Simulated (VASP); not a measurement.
Write the native input for VASP 6.6.1 that does the following.

```yaml
Task: single point
Functional: PBE
Potentials_or_basis: VASP PAW PBE potentials, release 64 (Be)
Cutoff: 520 eV
k_mesh: 50 × 50 × 50
Occupations: fermi-dirac, width 0.0612256 eV
Spin: no spin polarisation
Dipole_correction: no
Further_INCAR_settings: ALGO = Normal; EDIFF = 1e-07; NBANDS = 7
```

The structure of Be lies in POSCAR:

```
Be
1.0
    2.2018670102      0.0000000000      0.0000000000
    0.0000000000      2.2018670102      0.0000000000
    0.0000000000      0.0000000000      2.2018670102
Be
1
Direct
    0.0000000000      0.0000000000      0.0000000000
```

One way to write it, as run:

INCAR

```
SYSTEM = Be
ALGO = Normal
EDIFF = 1E-7
ENCUT = 520
GGA = PE
ISIF = 2
ISMEAR = -1
LASPH = .TRUE.
LCHARG = .FALSE.
LREAL = .FALSE.
LWAVE = .FALSE.
NBANDS = 7
NELM = 60
PREC = Accurate
SIGMA = 0.06122561905347299
```

KPOINTS

```
k-points
0
G
  50 50 50
  0 0 0
```

Potentials or basis: VASP PAW PBE potentials, release 64 (Be).

Command:

```console
$ cat potpaw_PBE.64/Be/POTCAR > POTCAR
$ mpirun -np 1 vasp_std > vasp.out
```

Results of the run:

| Quantity | Value |
| --- | --- |
| Pressure | -2.7 GPa |
| Band gap on the k mesh | zero (band 1 reaches 9.72 eV, above the bottom of band 2 at 2.67 eV) |

Run time: 27 s on 1 thread of Intel(R) Xeon(R) 6975P-C (Granite Rapids), with other jobs on the host, peak memory 0.3 GiB.
